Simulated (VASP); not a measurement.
Here is a VASP 6.6.1 calculation.

Contents of POSCAR:

```
GeSb4Te7
1.0
    4.2656559796      0.0000000000      0.0000000000
   -2.1328279898      3.6941664421      0.0000000000
    0.0000000000      0.0000000000     24.2241478557
Ge Sb Te
1 4 7
Direct
    0.0000000000      0.0000000000      0.5000000000
    0.6666666667      0.3333333333      0.9182117396
    0.3333333333      0.6666666667      0.3480243046
    0.3333333333      0.6666666667      0.0817882604
    0.6666666667      0.3333333333      0.6519756954
    0.3333333333      0.6666666667      0.8477998835
    0.6666666667      0.3333333333      0.1522001165
    0.0000000000      0.0000000000      0.7219453688
    0.6666666667      0.3333333333      0.4308888333
    0.3333333333      0.6666666667      0.5691111667
    0.0000000000      0.0000000000      0.0000000000
    0.0000000000      0.0000000000      0.2780546312
```

INCAR.step1

```
  PREC = Accurate
  ENCUT = 520
  ISMEAR = 0
  SIGMA = 0.01
  LREAL = False
  LASPH = True
  NELM = 80
  NBANDS = 50
  GGA = PE
  ALGO = Normal
  EDIFF = 1E-4
  LWAVE = True
  LCHARG = False
  KPAR = 4
```

File INCAR.step2:

```
  PREC = Accurate
  ENCUT = 520
  EDIFF = 1E-6
  ISMEAR = 0
  SIGMA = 0.01
  LREAL = False
  LASPH = True
  NELM = 80
  ALGO = Normal
  ISIF = 2
  LWAVE = False
  LCHARG = False
  METAGGA = R2SCAN
  LMIXTAU = True
  NBANDS = 50
  ISTART = 1
  KPAR = 4
```

Contents of KPOINTS:

```
Automatic mesh
0
Gamma
  12 12 2
```

Potentials or basis: VASP PAW PBE potentials, release 64 (Ge_d, Sb, Te).

Launch:

```sh
$ cat potpaw_PBE.64/Ge_d/POTCAR potpaw_PBE.64/Sb/POTCAR potpaw_PBE.64/Te/POTCAR > POTCAR
$ cp INCAR.step1 INCAR
$ mpirun -np 4 vasp_std > vasp.out
$ cp INCAR.step2 INCAR
$ mpirun -np 4 vasp_std > vasp.out
```

(1) Estimate the pressure.

(2) Predict the band gap on the k mesh.

## Answers

(1) 0.9 GPa.

(2) 0.42 eV.

Caveat: the PAW data sets were made with another functional, which shifts forces and pressure a little; spin-orbit coupling is left out, which moves the levels of the heavy elements.
